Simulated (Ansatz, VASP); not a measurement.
## FeNi2 in VASP and in Ansatz

```
Fe Ni
1.0
     0.00000    3.27797    3.27797
     3.27797    0.00000    3.27797
     3.27797    3.27797    0.00000
Fe Ni
2 4
Direct
  0.25000 0.25000 0.25000
  0.00000 0.00000 0.00000
  0.62500 0.62500 0.12500
  0.62500 0.12500 0.62500
  0.12500 0.62500 0.62500
  0.62500 0.62500 0.62500
```

Alike in both runs: functional PBE; k mesh 10 × 10 × 10; occupations gaussian, width 0.1 eV; collinear spin.

Ansatz relaxed the structure, and its values are those at the end. VASP's run is a single point on that final structure, the one shown.

|  | VASP | Ansatz |
| --- | --- | --- |
| version | VASP 6.6.1 | Ansatz 0.2.0 |
| potentials or method | VASP PAW PBE potentials, release 64 (Fe, Ni), cutoff 520 eV | scalar-relativistic, plane waves, PAW |
| valence electrons in the cell | 56 | 104 |

VASP gave:

- gap on the k mesh at the Fermi level (eV): none
- pressure (GPa): -0.2
- net moment per atom (μB): 1.37
- size of the moment on the site where the two differ most (μB): 0.60

Task: Which values does Ansatz return?

Result: gap on the k mesh at the Fermi level (eV): none; pressure (GPa): 0.0; net moment per atom (μB): 1.38; size of the moment on the site where the two differ most (μB): 0.67.

Site moments also hang on the region over which each program counts them. A gap of «none» marks a metal or a gap that the smearing closes. VASP's potentials hold 56 valence electrons a cell and Ansatz's 104, so a difference there can come from the potentials and not from the codes.
